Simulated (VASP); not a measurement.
A run of VASP 6.6.1:

File INCAR:

```
  PREC = Accurate
  ENCUT = 500
  EDIFF = 1E-7
  ISMEAR = 0
  SIGMA = 0.1
  LREAL = False
  LASPH = True
  NELM = 120
  ALGO = Normal
  ISIF = 3
  LWAVE = False
  LCHARG = False
  GGA = PE
  IVDW = 12
  IBRION = 2
  NSW = 80
  EDIFFG = -0.01
  GGA_COMPAT = False
  NELMIN = 4
```

Contents of KPOINTS:

```
Automatic mesh
0
Gamma
  8 8 8
```

Contents of POSCAR:

```
Mo
1.0
    0.0000000000      2.7250000000      2.7250000000
    2.7250000000      0.0000000000      2.7250000000
    2.7250000000      2.7250000000      0.0000000000
Mo
2
Direct
    1.0000000000      1.0000000000      1.0000000000
    0.2500000000      0.2500000000      0.2500000000
```

Potentials or basis: VASP PAW PBE potentials, release 64 (Mo_sv).

The run is started by

```sh
$ cat potpaw_PBE.64/Mo_sv/POTCAR > POTCAR
$ mpirun -np 1 vasp_std > vasp.out
```

Hardware: 1 thread of Intel(R) Xeon(R) 6975P-C (Granite Rapids), with other jobs on the host.

Problem. Estimate the wall time of this run.

Solution. It took 30 s on 1 thread of Intel(R) Xeon(R) 6975P-C (Granite Rapids) (shared host), peak memory 0.17 GiB. Counts: scf iterations 41, k points 29, ion steps 4.
